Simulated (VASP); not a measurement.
Write the native input for VASP 6.6.1 that does the following.

| Quantity | Value |
| --- | --- |
| Task | single point |
| Functional | PBEsol |
| Potentials or basis | VASP PAW PBE potentials, release 64 (S, Mg) |
| Cutoff | 520 eV |
| k mesh | 8 × 8 × 8 |
| Occupations | fermi-dirac, width 0.05 eV |
| Spin | no spin polarisation |
| Dipole correction | no |
| Further INCAR settings | ALGO = Normal; EDIFF = 1e-06; NBANDS = 11 |

The structure of MgS lies in POSCAR:

```
MgS
1.0
    0.0000000000      2.8915410395      2.7197952449
    2.8915410395      0.0000000000      2.7197952449
    2.8915410395      2.8915410395      0.0000000000
S Mg
1 1
Direct
    0.2500000000      0.2500000000      0.2500000000
    0.0000000000      0.0000000000      0.0000000000
```

One way to write it, as run:

INCAR

```
ALGO     = Normal         # electronic algorithm
EDIFF    = 1E-6           # SCF threshold, eV
ENCUT    = 520            # plane-wave cutoff, eV
GGA      = PS             # functional
ISIF     = 2              # what is computed and relaxed
ISMEAR   = -1             # smearing method
LASPH    = T              # aspherical terms in the spheres
LCHARG   = F              # write CHGCAR
LREAL    = F              # projectors in reciprocal space
LWAVE    = F              # write WAVECAR
NBANDS   = 11             # bands
NELM     = 80             # most SCF steps
PREC     = Accurate       # precision mode
SIGMA    = 0.05           # smearing width, eV
```

KPOINTS

```
k-points
0
Gamma
  8 8 8
```

Potentials or basis: VASP PAW PBE potentials, release 64 (S, Mg).

The run is started by

```sh
$ cat potpaw_PBE.64/S/POTCAR potpaw_PBE.64/Mg/POTCAR > POTCAR
$ mpirun -np 1 vasp_std > vasp.out
```

It gave:

```json
{
  "Pressure": "-0.6 GPa",
  "Band gap on the k mesh": "3.18 eV, direct"
}
```

Caveat: the PAW data sets were made with another functional, which shifts forces and pressure a little.

Run time: 38 s on 1 thread of Intel Xeon 8259CL, on a shared host, peak memory 0.18 GiB.
